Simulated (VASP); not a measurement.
# Cs3Ca4GeF12: single point with PBEsol

System: Cs3Ca4GeF12.

```
Ge Cs Ca F
1.0
     8.98883    0.00000    0.00000
     0.00000    8.98883    0.00000
     0.00000    0.00000    8.98883
Ge Cs Ca F
2 6 8 24
Direct
  0.03165 0.03032 0.92628
  0.52921 0.53236 0.42646
  0.99837 0.99893 0.49327
  0.00193 0.50205 0.99973
  0.00110 0.50279 0.49980
  0.50094 0.00318 0.99989
  0.50198 0.00185 0.50021
  0.49824 0.49923 0.99307
  0.24959 0.25083 0.24856
  0.25888 0.25972 0.74799
  0.24223 0.75118 0.24907
  0.25035 0.74309 0.74910
  0.74981 0.24360 0.24987
  0.74279 0.25085 0.74983
  0.75874 0.75979 0.24822
  0.75003 0.75079 0.74901
  0.26884 0.26871 0.99573
  0.23195 0.23390 0.50545
  0.25856 0.74987 0.00054
  0.24891 0.75942 0.50070
  0.74741 0.26099 0.00140
  0.76054 0.24795 0.50132
  0.73256 0.73261 0.00580
  0.76756 0.76926 0.49598
  0.99598 0.26939 0.25812
  0.00228 0.20865 0.79127
  0.99803 0.73713 0.25244
  0.00226 0.73548 0.73904
  0.50181 0.23559 0.24080
  0.49836 0.23715 0.75176
  0.50160 0.70943 0.28992
  0.49634 0.76848 0.75916
  0.26768 0.99725 0.25943
  0.20875 0.00277 0.78952
  0.23483 0.50315 0.23892
  0.23593 0.49899 0.75219
  0.73639 0.99922 0.25168
  0.73431 0.00284 0.74052
  0.70736 0.50306 0.29165
  0.76803 0.49707 0.75831
```

- Program: VASP 6.6.1
- Task: single point
- Functional: PBEsol
- Potentials or basis: VASP PAW PBE potentials, release 64 (Ge_d, Cs_sv, Ca_sv, F)
- Cutoff: 520 eV
- k mesh: 1 × 1 × 1, shifted
- Occupations: fermi-dirac, width 0.05 eV
- Spin: no spin polarisation
- Dipole correction: no
- Further INCAR settings: LREAL = Auto; ALGO = Normal; EDIFF = 1e-06; NBANDS = 191; ISYM = -1

```yaml
Pressure: 0.2 GPa
Largest_force: 0.067 eV/Å
```

Forces on the atoms (eV/Å):
```
Ge  -0.034 -0.028  0.050
Ge  -0.031 -0.031  0.049
Cs   0.001  0.003  0.005
Cs  -0.001 -0.007  0.001
Cs  -0.006 -0.002  0.001
Cs  -0.003 -0.002  0.004
Cs   0.001 -0.002 -0.002
Cs  -0.001  0.000  0.006
Ca  -0.005 -0.009  0.015
Ca  -0.019 -0.028 -0.005
Ca   0.027  0.014  0.005
Ca   0.004  0.033  0.003
Ca   0.012  0.023  0.003
Ca   0.026  0.004  0.002
Ca  -0.031 -0.020 -0.002
Ca  -0.007 -0.008  0.008
F   -0.004  0.001  0.018
F   -0.007 -0.005 -0.025
F   -0.001  0.002 -0.003
F    0.002 -0.001 -0.014
F    0.002  0.004 -0.012
F   -0.002  0.007 -0.004
F   -0.001  0.000 -0.031
F   -0.002 -0.002  0.018
F    0.017  0.001 -0.008
F   -0.004  0.018 -0.016
F    0.014 -0.009 -0.003
F   -0.016  0.005  0.004
F   -0.012  0.005  0.002
F    0.008 -0.002 -0.003
F    0.002  0.023 -0.018
F    0.019  0.001 -0.006
F    0.001  0.013 -0.011
F    0.021 -0.006 -0.016
F    0.004 -0.014  0.000
F   -0.003  0.008  0.002
F   -0.007  0.008  0.003
F    0.007 -0.012  0.006
F    0.024  0.001 -0.020
F    0.002  0.015 -0.006
```

Stress tensor (GPa, compression positive):
```
 0.48  0.19  0.13
 0.19  0.48  0.13
 0.13  0.13 -0.27
```

Levels at points of the mesh, in eV from the Fermi level:
| k point | band 161 | band 162 | band 163 | band 164 | band 165 | band 166 | band 167 | band 168 | band 169 | band 170 |
| --- | --- | --- | --- | --- | --- | --- | --- | --- | --- | --- |
| (0.25, 0.25, 0.25) | -5.05 | -5.03 | -4.93 | -4.92 | -0.02 | 0.02 | 0.96 | 1.07 | 1.50 | 1.65 |

It took 7.6 min on 1 thread of Intel(R) Xeon(R) Platinum 8259CL CPU @ 2.50GHz (Skylake/Cascade Lake) (shared host), peak memory 0.74 GiB.

Caveat: the PAW data sets were made with another functional, which shifts forces and pressure a little; spin-orbit coupling is left out, which moves the levels of the heavy elements.
